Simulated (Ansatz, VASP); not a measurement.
# AlNi: VASP beside Ansatz

```xyz
2
Lattice="2.8330 0.0000 0.0000 0.0000 2.8330 0.0000 0.0000 0.0000 2.8330" Properties=species:S:1:pos:R:3 pbc="T T T"
Al    0.0000    0.0000    0.0000
Ni    1.4165    1.4165    1.4165
```

Alike in both runs: functional LDA; k mesh 12 × 12 × 12; occupations fermi-dirac, width 0.08 eV; no spin polarisation.

Ansatz relaxed the structure, and its values are those at the end. VASP's run is a single point on that final structure, the one shown.

```csv
,VASP,Ansatz
version,VASP 6.6.1,Ansatz 0.2.0
potentials or method,"VASP PAW LDA potentials, release 64 (Al, Ni)","PAW with Ansatz's default frozen-core files, scalar-relativistic"
plane-wave cutoff (eV),520,420
valence electrons in the cell,13,21
```

```tsv
	VASP	Ansatz	Ansatz less VASP
pressure (GPa)	0.3	0.0	-0.33
```

LDA's correlation is that of Perdew and Zunger in VASP and of Perdew and Wang (1992) in Ansatz. VASP's potentials hold 13 valence electrons a cell and Ansatz's 21, so a difference there can come from the potentials and not from the codes.
